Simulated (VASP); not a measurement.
# Sn (Im-3m) in VASP: notebook

The runs below take Sn through single point, relaxation of cell and atoms, with LDA.

All numbers are computed with VASP 6.6.1; they aren't measurements. Logs are shortened: lines on timing, memory, paths and dates and some standing lists are left out, and cuts for length are marked.

**1. The cell of the first run**

It takes space group Im-3m (No. 229, cubic). Conventional cell: a = 2.917 Å, b = 2.917 Å, c = 2.917 Å, α = 90.00°, β = 90.00°, γ = 90.00°. Within 3.3 Å of Sn (site symmetry m-3m) lie 14 Sn at 2.53 to 2.92 Å.

**2. Single point, LDA (volume scaled by 0.486, to set the pressure)**

File INCAR:

```
PREC     = Accurate       # precision mode
ENCUT    = 520            # plane-wave cutoff, eV
EDIFF    = 1E-6           # SCF threshold, eV
ISMEAR   = -1             # smearing method
SIGMA    = 0.05           # smearing width, eV
LREAL    = F              # projectors in reciprocal space
LASPH    = T              # aspherical terms in the spheres
NELM     = 60             # most SCF steps
ALGO     = Normal         # electronic algorithm
ISIF     = 2              # what is computed and relaxed
LWAVE    = F              # write WAVECAR
LCHARG   = T              # write CHGCAR
LELF     = T              # ELF
LVHAR    = T            
NBANDS   = 13             # bands
```

File KPOINTS:

```
Automatic mesh
0
Gamma
  18 18 18
```

File POSCAR:

```
Sn
1.0
   -1.4585392762      1.4585392762      1.4585392762
    1.4585392762     -1.4585392762      1.4585392762
    1.4585392762      1.4585392762     -1.4585392762
Sn
1
Direct
    0.0000000000      0.0000000000      0.0000000000
```

Potentials or basis: VASP PAW LDA potentials, release 64 (Sn_d).

The run is started by

```console
cat potpaw_LDA.64/Sn_d/POTCAR > POTCAR
mpirun -np 1 vasp_std > vasp.out
```

OUTCAR:

```text
PREC = Accurate
   ENCUT = 520
   EDIFF = 1E-6
   ISMEAR = -1
   LREAL = F
   LASPH = T
   NELM = 60
   ISIF = 2

 ion  position               nearest neighbor table
   1  0.000  0.000  0.000-

  LATTYP: Found a body centered cubic cell.
 ALAT       =     2.9170785524

  Lattice vectors:

 A1 = (  -1.4585392762,   1.4585392762,   1.4585392762)
 A2 = (   1.4585392762,  -1.4585392762,   1.4585392762)
 A3 = (   1.4585392762,   1.4585392762,  -1.4585392762)

Analysis of symmetry for initial positions (statically):
=====================================================================
 Subroutine PRICEL returns:
 Original cell was already a primitive cell.

 Routine SETGRP: Setting up the symmetry group for a
 body centered cubic supercell.

 Subroutine GETGRP returns: Found 48 space group operations
 (whereof 48 operations were pure point group operations)
 out of a pool of 48 trial point group operations.

The static configuration has the point symmetry O_h .

Analysis of symmetry for dynamics (positions and initial velocities):
=====================================================================
 Subroutine PRICEL returns:
 Original cell was already a primitive cell.

 Routine SETGRP: Setting up the symmetry group for a
 body centered cubic supercell.

 Subroutine GETGRP returns: Found 48 space group operations
 (whereof 48 operations were pure point group operations)
 out of a pool of 48 trial point group operations.

The dynamic configuration has the point symmetry O_h .

 Subroutine INISYM returns: Found 48 space group operations
 (whereof 48 operations are pure point group operations),
 and found     1 'primitive' translations

----------------------------------------------------------------------------------------

                                     Primitive cell

  volume of cell :      12.4112

  direct lattice vectors                    reciprocal lattice vectors
    -1.458539276  1.458539276  1.458539276     0.000000000  0.342808732  0.342808732
     1.458539276 -1.458539276  1.458539276     0.342808732  0.000000000  0.342808732
     1.458539276  1.458539276 -1.458539276     0.342808732  0.342808732  0.000000000

  length of vectors
     2.526264131  2.526264131  2.526264131     0.484804758  0.484804758  0.484804758

  position of ions in fractional coordinates (direct lattice)
     0.000000000  0.000000000  0.000000000

  ion indices of the primitive-cell ions
   primitive index   ion index
                 1           1

----------------------------------------------------------------------------------------

 KPOINTS: Automatic mesh

Automatic generation of k-mesh.
 Grid dimensions read from file:
 generate k-points for:   18   18   18

 Generating k-lattice:

  Cartesian coordinates                     Fractional coordinates (reciprocal lattice)
     0.000000000  0.019044930  0.019044930     0.055555556  0.000000000  0.000000000
     0.019044930  0.000000000  0.019044930     0.000000000  0.055555556  0.000000000
     0.019044930  0.019044930  0.000000000     0.000000000  0.000000000  0.055555556

  Length of vectors
     0.026933598  0.026933598  0.026933598

  Shift w.r.t. Gamma in fractional coordinates (k-lattice)
     0.000000000  0.000000000  0.000000000

 Subroutine IBZKPT returns following result:
 ===========================================

 Found    195 irreducible k-points:

 Following reciprocal coordinates:
            Coordinates               Weight
  0.000000  0.000000  0.000000      1.000000
  0.055556  0.000000  0.000000     12.000000
  0.111111  0.000000  0.000000     12.000000
  0.166667  0.000000  0.000000     12.000000
  0.222222  0.000000  0.000000     12.000000
  0.277778  0.000000  0.000000     12.000000
[... 16 lines left out ...]
  0.333333  0.111111  0.000000     48.000000
  0.388889  0.111111 -0.000000     48.000000
 [... further k-points ...]
   k-points           NKPTS =    195   k-points in BZ     NKDIM =    195   number of bands    NBANDS=     13
   number of dos      NEDOS =    301   number of ions     NIONS =      1
   total plane-waves  NPLWV =   8000
   dimension x,y,z NGX =    20 NGY =   20 NGZ =   20
   dimension x,y,z NGXF=    40 NGYF=   40 NGZF=   40
   ions per type =               1
   NGX,Y,Z   is equivalent  to a cutoff of  13.16, 13.16, 13.16 a.u.
   NGXF,Y,Z  is equivalent  to a cutoff of  26.32, 26.32, 26.32 a.u.
 SYSTEM =  unknown system
   PREC   = accura    normal or accurate (medium, high low for compatibility)
   ISTART =      0    job   : 0-new  1-cont  2-samecut
   ICHARG =      2    charge: 1-file 2-atom 10-const
   ISPIN  =      1    spin polarized calculation?
   LNONCOLLINEAR =      F non collinear calculations
   LSORBIT =      F    spin-orbit coupling
   LASPH  =      T    aspherical Exc in radial PAW
   ENCUT  =  520.0 eV  38.22 Ry    6.18 a.u.   4.70  4.70  4.70*2*pi/ulx,y,z
   NELM   =     60;   NELMIN=  2; NELMDL= -5     # of ELM steps
   EDIFF  = 0.1E-05   stopping-criterion for ELM
   LREAL  =      F    real-space projection
   EDIFFG = 0.1E-04   stopping-criterion for IOM
   NSW    =      0    number of steps for IOM
   IBRION =     -1    ionic relax: 0-MD 1-quasi-New 2-CG
   NFREE  =      0    steps in history (QN), initial steepest desc. (CG)
   ISIF   =      2    stress and relaxation
   ISYM   =      2    0-nonsym 1-usesym 2-fastsym
   POTIM  = 0.5000    time-step for ionic-motion
   TEBEG  =    0.0;   TEEND  =   0.0 temperature during run
   PSTRESS=    0.0 pullay stress
   NELECT =      14.0000    total number of electrons
   NUPDOWN=      -1.0000    fix difference up-down
   EMIN   =  10.00;   EMAX   =-10.00  energy-range for DOS
   EFERMI =   0.00;   METHOD = LEGACY
   ISMEAR =    -1;   SIGMA  =   0.05  broadening in eV -4-tet -1-fermi 0-gaus
   EFERMI_NEDOS =   21; number of points for ismear=-14 and -15
   IALGO  =     38    algorithm
   IMIX   =      4    mixing-type and parameters
     AMIX     =   0.40;   BMIX     =  1.00
     AMIX_MAG =   1.60;   BMIX_MAG =  1.00
  volume/ion in A,a.u.               =      12.41        83.76
  Fermi-wavevector in a.u.,A,eV,Ry     =   1.704169  3.220413 39.513941  2.904193
  Thomas-Fermi vector in A             =   2.783622
   LORBIT       =      0    0 simple, 1 ext, 2 COOP (PROOUT), +10 PAW based schemes
   GGA     = CA    functional components
   LHFCALC =     F    Hartree Fock is set to
   AEXX    =    0.0000 exact exchange contribution
   IVDW    =     0    specifies the selected vdW correction
   LEPSILON=     F    determine dielectric tensor
   LRPA    =     F    only Hartree local field effects (RPA)
 non-spin polarized calculation
  energy-cutoff  :      520.00
  volume of cell :       12.41
 maximum number of plane-waves:       370
   NGX =  9   NGY =  9   NGZ =  9

 number of electron      14.0000005 magnetization

 Free energy of the ion-electron system (eV)
  ---------------------------------------------------
  ext. energy  EPLUGINS =         0.00000000
  ---------------------------------------------------
  free energy    TOTEN  =         0.57662163 eV

  energy without entropy =        0.57920218  energy(sigma->0) =        0.57791191

 E-fermi :  22.2729     XC(G=0): -14.8733

 val. band max:       22.2171746255   @ k =  -0.3333   0.3333   0.1667
 cond. band min:      22.2875532080   @ k =   0.3333   0.1667   0.1667
 fundamental gap:      0.0703785825
 Fermi energy:        22.2728857051

 k-point     1 :       0.0000    0.0000    0.0000
  band No.  band energies     occupation
      1      -1.5519      2.00000
      2      -1.5519      2.00000
      3      -1.5519      2.00000
      4      -0.4351      2.00000
      5      -0.4351      2.00000
      6       2.4533      2.00000
      7      34.2105      0.00000
      8      34.2105      0.00000
      9      34.2105      0.00000
     10      40.5473      0.00000
     11      40.5473      0.00000
     12      40.5473      0.00000
     13      41.9059      0.00000

 k-point     2 :       0.0556    0.0000    0.0000
  band No.  band energies     occupation
      1      -1.5681      2.00000
      2      -1.5430      2.00000
      3      -1.5018      2.00000
      4      -0.4530      2.00000
      5      -0.4349      2.00000
      6       2.5795      2.00000
      7      33.7705      0.00000
      8      34.1543      0.00000
      9      34.2319      0.00000
     10      39.1107      0.00000
     11      39.3464      0.00000
     12      39.5147      0.00000
     13      42.4447      0.00000

 k-point     3 :       0.1111    0.0000    0.0000
  band No.  band energies     occupation
      1      -1.6145      2.00000
      2      -1.5258      2.00000
      3      -1.3557      2.00000
      4      -0.5009      2.00000
      5      -0.4340      2.00000
      6       2.9654      2.00000
      7      32.2864      0.00000
      8      33.8202      0.00000
      9      34.2910      0.00000
     10      37.5973      0.00000
     11      37.6674      0.00000
     12      38.3351      0.00000
     13      42.9467      0.00000

 k-point     4 :       0.1667    0.0000    0.0000
  band No.  band energies     occupation
      1      -1.6850      2.00000
      2      -1.5263      2.00000
      3      -1.1268      2.00000
      4      -0.5589      2.00000
      5      -0.4317      2.00000
      6       3.6243      2.00000
      7      29.8708      0.00000
      8      32.9906      0.00000
      9      34.3746      0.00000
     10      35.7289      0.00000
     11      36.8469      0.00000
     12      38.2753      0.00000
     13      43.3137      0.00000

 k-point     5 :       0.2222    0.0000    0.0000
  band No.  band energies     occupation
      1      -1.7704      2.00000
      2      -1.5729      2.00000
      3      -0.8369      2.00000
      4      -0.5965      2.00000
      5      -0.4280      2.00000
      6       4.5629      2.00000
      7      27.0494      0.00000
      8      31.8788      0.00000
      9      33.8832      0.00000
     10      34.4667      0.00000
     11      36.5617      0.00000
     12      39.0119      0.00000
     13      43.3554      0.00000
[... 257 lines left out ...]
 k-point    22 :       0.2778    0.1111   -0.0000
  band No.  band energies     occupation
      1      -1.9020      2.00000
      2      -1.7012      2.00000
      3      -0.6065      2.00000
      4      -0.4810      2.00000
      5      -0.2476      2.00000
      6       7.7018      2.00000
      7      21.5940      2.00000
      8      27.1501      0.00000
      9      30.1934      0.00000
     10      35.3944      0.00000
     11      39.3515      0.00000
     12      40.1516      0.00000
     13      45.0277      0.00000

 k-point    23 :       0.3333    0.1111    0.0000
  band No.  band energies     occupation
      1      -1.9657      2.00000
      2      -1.7926      2.00000
      3      -0.5631      2.00000
      4      -0.4667      2.00000
      5      -0.0416      2.00000
      6       9.4130      2.00000
      7      18.9027      2.00000
      8      26.4744      0.00000
      9      29.4170      0.00000
     10      35.4905      0.00000
     11      39.3290      0.00000
     12      40.6983      0.00000
     13      45.4132      0.00000

 k-point    24 :       0.3889    0.1111   -0.0000
  band No.  band energies     occupation
      1      -2.0086      2.00000
      2      -1.8575      2.00000
      3      -0.5231      2.00000
      4      -0.4703      2.00000
      5       0.1064      2.00000
      6      11.2719      2.00000
      7      16.4506      2.00000
      8      26.0436      0.00000
      9      28.9377      0.00000
     10      35.5542      0.00000
     11      39.3717      0.00000
     12      40.8554      0.00000
     13      46.2547      0.00000

 [... further k-points ...]

------------------------ aborting loop because EDIFF is reached ----------------------------------------

  FORCE on cell =-STRESS in cart. coord.  units (eV):
  Direction    XX          YY          ZZ          XY          YZ          ZX
  --------------------------------------------------------------------------------------
  -------------------------------------------------------------------------------------
  Total       19.0904825     19.0904825     19.0904825      0.0000000      0.0000000      0.0000000
  in kB     2464.4108442   2464.4108442   2464.4108442      0.0000000      0.0000000      0.0000000
  external PRESSURE =    2464.4108442 kB  Pullay stress =       0.0000000 kB

 VOLUME and BASIS-vectors are now :
 -----------------------------------------------------------------------------
  energy-cutoff  :      520.00
  volume of cell :       12.41
      direct lattice vectors                 reciprocal lattice vectors
    -1.458539276  1.458539276  1.458539276     0.000000000  0.342808732  0.342808732
     1.458539276 -1.458539276  1.458539276     0.342808732  0.000000000  0.342808732
     1.458539276  1.458539276 -1.458539276     0.342808732  0.342808732  0.000000000

 POSITION                                       TOTAL-FORCE (eV/Angst)
 -----------------------------------------------------------------------------------
      0.00000      0.00000      0.00000         0.000000     -0.000000      0.000000
 -----------------------------------------------------------------------------------
    total drift:                                0.000000     -0.000000      0.000000

  FREE ENERGIE OF THE ION-ELECTRON SYSTEM (eV)
  ---------------------------------------------------
  free  energy   TOTEN  =         0.5766216286 eV

  energy  without entropy=        0.5792021826  energy(sigma->0) =        0.57791191
```

It took 11 s on 1 thread of Intel Xeon 6975P-C (Granite Rapids), shared host; peak memory 0.14 GiB.

Results:

* Free energy: 0.5766 eV
* Pressure: 246.4 GPa
* Band gap on the k mesh: zero (band 7 reaches 34.21 eV, above the bottom of band 8 at 17.18 eV)

Caveat: the cell differs from its parent crystal (volume scaled by 0.486, to set the pressure); spin-orbit coupling is left out, which moves the levels of the heavy elements.

**3. Single point, LDA**

This run uses another cell than the first one, of 12.47 Å³/atom, 1.005 times its volume.

File INCAR:

```
  ALGO = Normal
  EDIFF = 1E-6
  ENCUT = 520
  ISIF = 2
  ISMEAR = -1
  LASPH = True
  LCHARG = False
  LREAL = False
  LWAVE = False
  NBANDS = 13
  NELM = 80
  PREC = Accurate
  SIGMA = 0.05
```

File KPOINTS:

```
k-points
0
Gamma
  18 18 18
```

File POSCAR:

```
Sn
1.0
   -1.4608356662      1.4608356662      1.4608356662
    1.4608356662     -1.4608356662      1.4608356662
    1.4608356662      1.4608356662     -1.4608356662
Sn
1
Direct
    0.0000000000      0.0000000000      0.0000000000
```

Potentials or basis: VASP PAW LDA potentials, release 64 (Sn_d).

The run is started by

```console
cat potpaw_LDA.64/Sn_d/POTCAR > POTCAR
mpirun -np 1 vasp_std > vasp.out
```

Run time: 10 s. Hardware: 1 thread of Intel Xeon 6975P-C (Granite Rapids), shared host; peak memory 0.14 GiB.

It converged, with:

```yaml
Free_energy: 0.4870 eV
Pressure: 242.1 GPa
Band_gap_on_the_k_mesh: zero (band 7 reaches 34.10 eV, above the bottom of band 8 at 17.06 eV)
```

Levels at points of the mesh, in eV from the Fermi level:
| k point | band 5 | band 6 | band 7 | band 8 | band 9 | band 10 |
| --- | --- | --- | --- | --- | --- | --- |
| (0.00, 0.00, 0.00) | -22.69 | -19.74 | 11.96 | 11.96 | 11.96 | 18.19 |
| (0.50, 0.00, 0.00) | -21.96 | -10.21 | -7.54 | 6.35 | 6.64 | 12.42 |
| (0.50, 0.50, 0.50) | -22.14 | -2.13 | -2.13 | -2.13 | 4.29 | 4.29 |

Caveat: spin-orbit coupling is left out, which moves the levels of the heavy elements.

**4. Single point, LDA**

This run uses another cell than the first one, of 25.54 Å³/atom, 2.058 times its volume.

File INCAR:

```
PREC = Accurate ; ENCUT = 520
EDIFF = 1E-6 ; ISMEAR = -1
SIGMA = 0.05 ; LREAL = F
LASPH = T ; NELM = 80
ALGO = Normal ; ISIF = 2
LWAVE = F ; LCHARG = T
LELF = T ; LVHAR = T
NBANDS = 13
```

File KPOINTS:

```
regular mesh
0
Gamma
  18 18 18
```

File POSCAR:

```
Sn
1.0
   -1.8551229808      1.8551229808      1.8551229808
    1.8551229808     -1.8551229808      1.8551229808
    1.8551229808      1.8551229808     -1.8551229808
Sn
1
Direct
    0.0000000000      0.0000000000      0.0000000000
```

The run is started by

```console
cat potpaw_LDA.64/Sn_d/POTCAR > POTCAR
mpirun -np 1 vasp_std > vasp.out
```

It took 12 s on 1 thread of Intel Xeon 6975P-C (Granite Rapids), shared host; peak memory 0.17 GiB.

It converged, with:

```
Free energy            : -4.4419 eV
Pressure               : 0.0 GPa
Band gap on the k mesh : zero (band 7 reaches 17.02 eV, above the bottom of band 8 at 5.95 eV)
```

Levels at points of the mesh, in eV from the Fermi level:
```tsv
k point	band 5	band 6	band 7	band 8	band 9	band 10
(0.00, 0.00, 0.00)	-21.31	-11.56	8.43	8.43	8.43	12.35
(0.50, 0.00, 0.00)	-21.21	-6.53	-4.71	3.76	5.64	8.41
(0.50, 0.50, 0.50)	-21.24	-2.22	-0.55	-0.55	-0.55	3.96
```

Caveat: spin-orbit coupling is left out, which moves the levels of the heavy elements.

[end of part 1 of 2]
